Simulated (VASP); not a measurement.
# BW16 (a cell with a defect) in VASP: notebook

Runs on BW16 (a cell with a defect). Level: LDA. Tasks: single point.

Program: VASP 6.6.1. These are calculated values, not measurements. Logs are shortened: lines on timing, memory, paths and dates and some standing lists are left out, and cuts for length are marked.

## Step 1: The cell of the first run

The cell holds a defect, 17 atoms: a = 6.320 Å, b = 6.320 Å, c = 6.320 Å, α = 90.00°, β = 90.00°, γ = 90.00°.

## Step 2: Single point, LDA

The input, INCAR:

```
ALGO = Normal
EDIFF = 1E-6
ENCUT = 520
GGA = CA
ISIF = 2
ISMEAR = -1
LASPH = True
LCHARG = False
LREAL = Auto
LWAVE = False
NBANDS = 128
NELM = 60
PREC = Accurate
SIGMA = 0.002
```

The input, KPOINTS:

```
k-points
0
Gamma
  2 2 2
```

The input, POSCAR:

```
BW16
1.0
    6.3200000000      0.0000000000      0.0000000000
    0.0000000000      6.3200000000      0.0000000000
    0.0000000000      0.0000000000      6.3200000000
W B
16 1
Direct
    0.0012974684     -0.0084335443      0.0065506329
    0.4847943038     -0.0074208861      0.0019936709
   -0.0249367089      0.4934651899     -0.0019778481
    0.0110759494     -0.0080854430      0.5029905063
    0.2550316456      0.2985443038      0.2378955696
    0.4972626582      0.4796835443     -0.0274525316
    0.4929430380     -0.0006329114      0.5106012658
    0.7581012658      0.2341297468      0.2423417722
    0.0113924051      0.4752848101      0.5142246835
    0.2614556962      0.7014715190      0.2676107595
    0.2561075949      0.2502531646      0.7467246835
    0.5229905063      0.5062816456      0.4955537975
    0.7474683544      0.7541772152      0.2276898734
    0.7626265823      0.2555379747      0.7392246835
    0.2656645570      0.7402531646      0.7581487342
    0.7760284810      0.7482911392      0.7465189873
    0.2553797468      0.0029746835      0.2603955696
```

Potentials or basis: VASP PAW LDA potentials, release 64 (W_sv, B).

Command:

```bash
$ cat potpaw_LDA.64/W_sv/POTCAR potpaw_LDA.64/B/POTCAR > POTCAR
$ mpirun -np 1 vasp_std > vasp.out
```

OUTCAR:

```text
EDIFF = 1E-6
   ENCUT = 520
   GGA = CA
   ISIF = 2
   ISMEAR = -1
   LASPH = True
   LREAL = Auto
   NELM = 60
   PREC = Accurate

 ion  position               nearest neighbor table
   1  0.001  0.992  0.007-  17 2.27  13 2.60   8 2.63  16 2.66  15 2.79  14 2.81  11 2.82   5 2.91
                            10 2.96   2 3.06   4 3.14   3 3.15   3 3.18   4 3.18   2 3.26
   2  0.485  0.993  0.002-  17 2.18  15 2.61  13 2.66  11 2.71   8 2.76   5 2.84  10 2.86  16 2.89
                            14 2.93   1 3.06   6 3.09   7 3.11   7 3.22   6 3.25   1 3.26
   3  0.975  0.493  0.998-  16 2.59  14 2.60  13 2.63   5 2.64   8 2.64  10 2.81  11 2.84  15 2.85
                             6 3.03   9 3.07   1 3.15   1 3.18   9 3.27   6 3.31
   4  0.011  0.992  0.503-  17 2.18  16 2.64  11 2.73  14 2.73   8 2.76  15 2.78  13 2.84  10 2.84
                             5 2.99   7 3.05   9 3.06   1 3.14   1 3.18   9 3.27   7 3.28
   5  0.255  0.299  0.238-  17 1.87   6 2.54  10 2.55   9 2.58   3 2.64  12 2.69   2 2.84   1 2.91
                             7 2.97   4 2.99  11 3.12   8 3.17   8 3.21  11 3.23
   6  0.497  0.480  0.973-  11 2.54   5 2.54  15 2.59  14 2.64  10 2.77  16 2.83   8 2.83  13 2.85
                            12 3.02   3 3.03   2 3.09   2 3.25   3 3.31  12 3.31
   7  0.493  0.999  0.511-  17 2.18  11 2.64  15 2.68  14 2.76   8 2.81  16 2.82  10 2.84  13 2.86
                             5 2.97   4 3.05   2 3.11  12 3.12  12 3.21   2 3.22   4 3.28
   8  0.758  0.234  0.242-   1 2.63   3 2.64   4 2.76   2 2.76  12 2.78   9 2.80   7 2.81   6 2.83
                            13 3.04  14 3.14   5 3.17  14 3.18   5 3.21  13 3.29
   9  0.011  0.475  0.514-  14 2.53  11 2.56   5 2.58  10 2.64  16 2.71  15 2.79   8 2.80  13 3.03
                             4 3.06   3 3.07  12 3.10  12 3.24   4 3.27   3 3.27
  10  0.261  0.701  0.268-  17 1.91  12 2.52   5 2.55   9 2.64   6 2.77   3 2.81   7 2.84   4 2.84
                             2 2.86   1 2.96  13 3.10  15 3.11  15 3.23  13 3.28
  11  0.256  0.250  0.747-   6 2.54   9 2.56   7 2.64   2 2.71   4 2.73   1 2.82  12 2.83   3 2.84
                            15 3.10   5 3.12  14 3.12  14 3.20  15 3.22   5 3.23
  12  0.523  0.506  0.496-  10 2.52  14 2.68   5 2.69  13 2.71  16 2.72  15 2.75   8 2.78  11 2.83
                             6 3.02   9 3.10   7 3.12   7 3.21   9 3.24   6 3.31
  13  0.747  0.754  0.228-   1 2.60   3 2.63   2 2.66  12 2.71   4 2.84   6 2.85   7 2.86   9 3.03
                             8 3.04  16 3.05  10 3.10  10 3.28  16 3.28   8 3.29
  14  0.763  0.256  0.739-   9 2.53   3 2.60   6 2.64  12 2.68   4 2.73   7 2.76   1 2.81   2 2.93
                            16 3.12  11 3.12   8 3.14   8 3.18  11 3.20  16 3.21
  15  0.266  0.740  0.758-   6 2.59   2 2.61   7 2.68  12 2.75   4 2.78   9 2.79   1 2.79   3 2.85
                            16 3.10  11 3.10  10 3.11  11 3.22  16 3.23  10 3.23
  16  0.776  0.748  0.747-   3 2.59   4 2.64   1 2.66   9 2.71  12 2.72   7 2.82   6 2.83   2 2.89
                            13 3.05  15 3.10  14 3.12  14 3.21  15 3.23  13 3.28
  17  0.255  0.003  0.260-   5 1.87  10 1.91   4 2.18   7 2.18   2 2.18   1 2.27

  LATTYP: Found a simple cubic cell.
 ALAT       =     6.3200000000

  Lattice vectors:

 A1 = (   6.3200000000,   0.0000000000,   0.0000000000)
 A2 = (   0.0000000000,   6.3200000000,   0.0000000000)
 A3 = (   0.0000000000,   0.0000000000,   6.3200000000)

Analysis of symmetry for initial positions (statically):
=====================================================================
 Subroutine PRICEL returns:
 Original cell was already a primitive cell.

 Routine SETGRP: Setting up the symmetry group for a
 simple cubic supercell.

 Subroutine GETGRP returns: Found  1 space group operations
 (whereof  1 operations were pure point group operations)
 out of a pool of 48 trial point group operations.

The static configuration has the point symmetry C_1 .

Analysis of symmetry for dynamics (positions and initial velocities):
=====================================================================
 Subroutine PRICEL returns:
 Original cell was already a primitive cell.

 Routine SETGRP: Setting up the symmetry group for a
 simple cubic supercell.

 Subroutine GETGRP returns: Found  1 space group operations
 (whereof  1 operations were pure point group operations)
 out of a pool of 48 trial point group operations.

The dynamic configuration has the point symmetry C_1 .

 Subroutine INISYM returns: Found  1 space group operations
 (whereof  1 operations are pure point group operations),
 and found     1 'primitive' translations

----------------------------------------------------------------------------------------

                                     Primitive cell

  volume of cell :     252.4360

[... 59 lines left out ...]
     0.000000000  0.079113924  0.000000000     0.000000000  0.500000000  0.000000000
     0.000000000  0.000000000  0.079113924     0.000000000  0.000000000  0.500000000

  Length of vectors
     0.079113924  0.079113924  0.079113924

  Shift w.r.t. Gamma in fractional coordinates (k-lattice)
     0.000000000  0.000000000  0.000000000

 Subroutine IBZKPT returns following result:
 ===========================================

 Found      8 irreducible k-points:

 Following reciprocal coordinates:
            Coordinates               Weight
  0.000000  0.000000  0.000000      1.000000
  0.500000  0.000000  0.000000      1.000000
  0.000000  0.500000  0.000000      1.000000
  0.000000  0.000000  0.500000      1.000000
  0.500000  0.500000  0.000000      1.000000
  0.000000  0.500000  0.500000      1.000000
  0.500000  0.000000  0.500000      1.000000
  0.500000  0.500000  0.500000      1.000000
   k-points           NKPTS =      8   k-points in BZ     NKDIM =      8   number of bands    NBANDS=    128
   number of dos      NEDOS =    301   number of ions     NIONS =     17
   total plane-waves  NPLWV = 110592
   dimension x,y,z NGX =    48 NGY =   48 NGZ =   48
   dimension x,y,z NGXF=    96 NGYF=   96 NGZF=   96
   ions per type =              16   1
   NGX,Y,Z   is equivalent  to a cutoff of  12.63, 12.63, 12.63 a.u.
   NGXF,Y,Z  is equivalent  to a cutoff of  25.25, 25.25, 25.25 a.u.
 SYSTEM =  unknown system
   PREC   = accura    normal or accurate (medium, high low for compatibility)
   ISTART =      0    job   : 0-new  1-cont  2-samecut
   ICHARG =      2    charge: 1-file 2-atom 10-const
   ISPIN  =      1    spin polarized calculation?
   LNONCOLLINEAR =      F non collinear calculations
   LSORBIT =      F    spin-orbit coupling
   LASPH  =      T    aspherical Exc in radial PAW
   ENCUT  =  520.0 eV  38.22 Ry    6.18 a.u.  11.75 11.75 11.75*2*pi/ulx,y,z
   NELM   =     60;   NELMIN=  2; NELMDL= -5     # of ELM steps
   EDIFF  = 0.1E-05   stopping-criterion for ELM
   LREAL  =      T    real-space projection
   EDIFFG = 0.1E-04   stopping-criterion for IOM
   NSW    =      0    number of steps for IOM
   IBRION =     -1    ionic relax: 0-MD 1-quasi-New 2-CG
   NFREE  =      0    steps in history (QN), initial steepest desc. (CG)
   ISIF   =      2    stress and relaxation
   ISYM   =      2    0-nonsym 1-usesym 2-fastsym
   POTIM  = 0.5000    time-step for ionic-motion
   TEBEG  =    0.0;   TEEND  =   0.0 temperature during run
   PSTRESS=    0.0 pullay stress
   NELECT =     227.0000    total number of electrons
   NUPDOWN=      -1.0000    fix difference up-down
   EMIN   =  10.00;   EMAX   =-10.00  energy-range for DOS
   EFERMI =   0.00;   METHOD = LEGACY
   ISMEAR =    -1;   SIGMA  =   0.00  broadening in eV -4-tet -1-fermi 0-gaus
   EFERMI_NEDOS =   21; number of points for ismear=-14 and -15
   IALGO  =     38    algorithm
   IMIX   =      4    mixing-type and parameters
     AMIX     =   0.40;   BMIX     =  1.00
     AMIX_MAG =   1.60;   BMIX_MAG =  1.00
  volume/ion in A,a.u.               =      14.85       100.21
  Fermi-wavevector in a.u.,A,eV,Ry     =   1.580155  2.986060 33.972251  2.496890
  Thomas-Fermi vector in A             =   2.680426
   LORBIT       =      0    0 simple, 1 ext, 2 COOP (PROOUT), +10 PAW based schemes
   GGA     = CA    functional components
   LHFCALC =     F    Hartree Fock is set to
   AEXX    =    0.0000 exact exchange contribution
   IVDW    =     0    specifies the selected vdW correction
   LEPSILON=     F    determine dielectric tensor
   LRPA    =     F    only Hartree local field effects (RPA)
 non-spin polarized calculation
  energy-cutoff  :      520.00
  volume of cell :      252.44
 maximum number of plane-waves:      6859
 NGX is ok and might be reduce to    48
   NGX = 23   NGY = 23   NGZ = 23

 number of electron     227.0000003 magnetization

 Free energy of the ion-electron system (eV)
  ---------------------------------------------------
  ext. energy  EPLUGINS =         0.00000000
  ---------------------------------------------------
  free energy    TOTEN  =      -229.33089014 eV

  energy without entropy =     -229.33089012  energy(sigma->0) =     -229.33089013

 E-fermi :  11.4521     XC(G=0): -13.9290

 val. band max:       11.4251018822   @ k =   0.0000   0.0000   0.5000
 cond. band min:      11.4790201364   @ k =   0.0000   0.5000   0.5000
 fundamental gap:      0.0539182542
 Fermi energy:        11.4520604159

 k-point     1 :       0.0000    0.0000    0.0000
  band No.  band energies     occupation
      1     -62.0515      2.00000
      2     -61.9804      2.00000
      3     -61.9630      2.00000
      4     -61.9598      2.00000
      5     -61.9475      2.00000
      6     -61.9154      2.00000
[... 1013 lines left out ...]
    124      13.8081      0.00000
    125      13.8319      0.00000
 [bands above 125 left out]

------------------------ aborting loop because EDIFF is reached ----------------------------------------

  FORCE on cell =-STRESS in cart. coord.  units (eV):
  Direction    XX          YY          ZZ          XY          YZ          ZX
  --------------------------------------------------------------------------------------
  -------------------------------------------------------------------------------------
  Total        3.6129563     30.5620155      4.6531250     -0.1065387     -1.6078715     -0.3313928
  in kB       22.9309507    193.9730254     29.5327619     -0.6761871    -10.2049452     -2.1033060
  external PRESSURE =      82.1455793 kB  Pullay stress =       0.0000000 kB

 VOLUME and BASIS-vectors are now :
 -----------------------------------------------------------------------------
  energy-cutoff  :      520.00
  volume of cell :      252.44
      direct lattice vectors                 reciprocal lattice vectors
     6.320000000  0.000000000  0.000000000     0.158227848  0.000000000  0.000000000
     0.000000000  6.320000000  0.000000000     0.000000000  0.158227848  0.000000000
     0.000000000  0.000000000  6.320000000     0.000000000  0.000000000  0.158227848

 POSITION                                       TOTAL-FORCE (eV/Angst)
 -----------------------------------------------------------------------------------
      0.00820      6.26670      0.04140         0.683866      0.235410     -0.608243
      3.06390      6.27310      0.01260         1.672194      0.073829     -0.318472
      6.16240      3.11870      6.30750         2.095036      0.081011      0.005046
      0.07000      6.26890      3.17890        -0.597976     -0.199453     -0.472251
      1.61180      1.88680      1.50350        -0.162300      1.349884      0.376434
      3.14270      3.03160      6.14650         1.814305      1.934373      1.184279
[... 9 lines left out ...]
      4.90450      4.72920      4.71800        -1.979505      0.311205     -0.444946
      1.61400      0.01880      1.64570        -0.084318     -1.043266     -0.346060
 -----------------------------------------------------------------------------------
    total drift:                               -0.002449      0.002204      0.000230

  FREE ENERGIE OF THE ION-ELECTRON SYSTEM (eV)
  ---------------------------------------------------
  free  energy   TOTEN  =      -229.3308901418 eV

  energy  without entropy=     -229.3308901215  energy(sigma->0) =     -229.33089013
```

It took 14 min on 1 thread of Intel Xeon Platinum 8488C (Sapphire Rapids), shared host; peak memory 0.36 GiB.

What came out:

```
Free energy   : -229.3309 eV
Pressure      : 8.2 GPa
Largest force : 3.109 eV/Å
```

Forces in eV/Å, atoms in the order of the input:
```
W    0.684  0.235 -0.608
W    1.672  0.074 -0.318
W    2.095  0.081  0.005
W   -0.598 -0.199 -0.472
W   -0.162  1.350  0.376
W    1.814  1.934  1.184
W    1.510  0.039 -0.903
W   -0.760  1.359  0.725
W   -1.218  2.667 -1.036
W   -1.005 -1.446 -1.411
W   -0.338 -0.764  0.256
W    0.415 -1.057  0.733
W    0.205 -1.440  2.120
W   -1.233 -2.009  0.787
W   -1.018 -0.091 -0.647
W   -1.980  0.311 -0.445
B   -0.084 -1.043 -0.346
```

Stress tensor (GPa, compression positive):
```
 2.29 -0.07 -0.21
-0.07 19.40 -1.02
-0.21 -1.02  2.95
```

Levels at points of the mesh, in eV from the Fermi level:
```csv
k point,band 111,band 112,band 113,band 114,band 115,band 116,band 117,band 118
"(0.00, 0.00, 0.00)",-0.17,-0.12,0.35,0.57,0.69,0.74,0.86,0.90
"(0.50, 0.00, 0.00)",-0.73,-0.27,-0.17,-0.09,0.16,0.51,0.72,0.82
"(0.00, 0.50, 0.00)",-0.69,-0.28,-0.23,-0.09,0.46,0.77,0.88,1.06
"(0.00, 0.00, 0.50)",-0.80,-0.32,-0.16,-0.03,0.17,0.49,0.72,0.77
"(0.50, 0.50, 0.00)",-0.75,-0.62,-0.42,0.04,0.17,0.26,0.70,1.12
"(0.00, 0.50, 0.50)",-0.63,-0.51,-0.40,-0.06,0.03,0.13,0.78,1.06
"(0.50, 0.00, 0.50)",-0.52,-0.49,-0.24,-0.10,0.15,0.30,0.42,0.92
"(0.50, 0.50, 0.50)",-2.26,-2.18,-0.81,1.59,1.66,1.76,1.80,1.86
```

Caveat: the k points lie up to 0.50 Å⁻¹ apart; spin-orbit coupling is left out, which moves the levels of the heavy elements.

(Part 1 of 2 ends here.)
